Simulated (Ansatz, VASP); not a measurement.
## KCl in VASP and in Ansatz

File INCAR:

```
SYSTEM = KCl
  PREC = Accurate
  ENCUT = 520
  EDIFF = 1E-8
  ISMEAR = -1
  SIGMA = 0.03
  LREAL = .FALSE.
  LASPH = .TRUE.
  NELM = 100
  ALGO = Normal
  ISIF = 2
  LWAVE = .FALSE.
  LCHARG = .FALSE.
  GGA = PS
  LEFG = .TRUE.
  NBANDS = 15
```

Contents of KPOINTS:

```
Automatic mesh
0
G
  7 7 7
  0 0 0
```

File POSCAR:

```
KCl
1.0
    0.0000000000      3.1561000000      3.2192220000
    3.1561000000      0.0000000000      3.2192220000
    3.1561000000      3.1561000000      0.0000000000
K Cl
1 1
Direct
    0.0000000000      0.0000000000      0.0000000000
    0.5000000000      0.5000000000      0.5000000000
```

Input for Ansatz:

```yaml
crystal:
  lattice:
    - [0.0, 3.1561, 3.219222]
    - [3.1561, 0.0, 3.219222]
    - [3.1561, 3.1561, 0.0]
  atoms:
    - { symbol: K, position: [0.0, 0.0, 0.0] }
    - { symbol: Cl, position: [0.5, 0.5, 0.5] }
kpoints:
  mp_grid: { grid: [7, 7, 7] }
scf:
  occupations: { method: fermi_dirac, width: 0.03 }
hamiltonian:
  xc: pbesol
  pseudopotentials: { kind: all_electron, datasets: crystal }
output:
  forces: true
  stress: true
  eigenvalues: true
  efg: { contact_densities: true }
```

Change from the starting cell: zz strain of +2 %, crystal datasets.

Alike in both runs: task electric field gradients; functional PBEsol; k mesh 7 × 7 × 7; occupations fermi-dirac, width 0.03 eV; no spin polarisation.

```csv
,VASP,Ansatz
version,VASP 6.6.1,Ansatz 0.2.0
potentials or method,"VASP PAW PBE potentials, release 64 (K_sv, Cl), cutoff 520 eV","all-electron PAW with datasets made for the crystal, scalar-relativistic"
```

Ansatz gave:

* gap on the k mesh at the Fermi level (eV): 4.93
* pressure (GPa): -0.8
* traceless stress, the component that is largest in VASP (GPa): -0.34
* size of Vzz on the site where it differs most (V/Å²): 3.3

Q: Which values does VASP return?

A: gap on the k mesh at the Fermi level (eV): 4.93; pressure (GPa): -0.8; traceless stress, the component that is largest in VASP (GPa): -0.35; size of Vzz on the site where it differs most (V/Å²): 3.4.

VASP's potentials were made for PBE, not for PBEsol. Ansatz ran all-electron here, and VASP with PAW potentials.
